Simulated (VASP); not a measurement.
BeTe:

```
Be Te
1.0
     3.36506    0.00000    0.00000
     0.00000    3.36506    0.00000
     0.00000    0.00000    3.36506
Be Te
1 1
Direct
  0.00000 0.00000 0.00000
  0.50000 0.50000 0.50000
```

Base run:

```yaml
Program: VASP 6.6.1
Functional: r2SCAN
Potentials_or_basis: VASP PAW PBE potentials, release 64 (Be, Te)
Cutoff: 520 eV
k_mesh: 6 × 6 × 6
Occupations: fermi-dirac, width 0.02 eV
Spin: no spin polarisation
```

Its results: band gap on the k mesh zero (bands 4 and 5 overlap by 2.57 eV); pressure -0.4 GPa.

Task: The run is repeated on the same cell with these changes: functional from r2SCAN to PBE-based global hybrid with 30 % exact exchange; k mesh from 6 × 6 × 6 to 4 × 4 × 4. What comes out?

Result: Band gap on the k mesh zero (bands 4 and 5 overlap by 3.29 eV); pressure -3.9 GPa.

Several settings changed at once.

Caveats: some runs use coarse meshes; the structure was generated, so it needn't be the stable form of BeTe; the PAW data sets were made with another functional, which shifts forces and pressure a little; spin-orbit coupling is left out, which moves the levels of the heavy elements.
